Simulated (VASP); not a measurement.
Sb3H5, 8 atoms in the cell. It takes space group Imm2 (No. 44, orthorhombic). Conventional cell: a = 2.859 Å, b = 14.085 Å, c = 4.815 Å, α = 90.00°, β = 90.00°, γ = 90.00°. Within 2.5 Å of H (site symmetry m) lie 3 Sb at 1.86 to 1.88 Å and 1 H at 2.43 Å. H (site symmetry mm2) has 2 Sb at 1.73 Å within 2.3 Å. Within 2.5 Å of H (site symmetry m) lie 3 Sb at 1.81 to 1.94 Å and 1 H at 2.43 Å. Within 2.4 Å of Sb (site symmetry m) lie 5 H at 1.81 to 1.94 Å. Sb (site symmetry mm2) has 4 H at 1.73 to 1.86 Å within 2.3 Å. 

```yaml
Program: VASP 6.6.1
Task: single point
Functional: r2SCAN
Potentials_or_basis: VASP PAW PBE potentials, release 64 (H, Sb)
Cutoff: 520 eV
k_mesh: 7 × 7 × 7
Occupations: methfessel-paxton, width 0.0205 eV
Spin: no spin polarisation
Dipole_correction: no
Further_INCAR_settings: ALGO = Normal; EDIFF = 1e-07; NBANDS = 20
```

Potentials or basis: VASP PAW PBE potentials, release 64 (H, Sb).

Launch:

```console
$ cat potpaw_PBE.64/H/POTCAR potpaw_PBE.64/Sb/POTCAR > POTCAR
$ cp INCAR.step1 INCAR
$ mpirun -np 1 vasp_std > vasp.out
$ cp INCAR.step2 INCAR
$ mpirun -np 1 vasp_std > vasp.out
```

Hardware: 1 thread of AMD EPYC 7R43 64-Core Processor (Zen 3) (shared host).

Problem. Estimate the wall time of this run.

Solution. Wall time 12 min on 1 thread of AMD EPYC 7R43 64-Core Processor (Zen 3) (shared host), peak memory 0.25 GiB. Counts: k points 64.
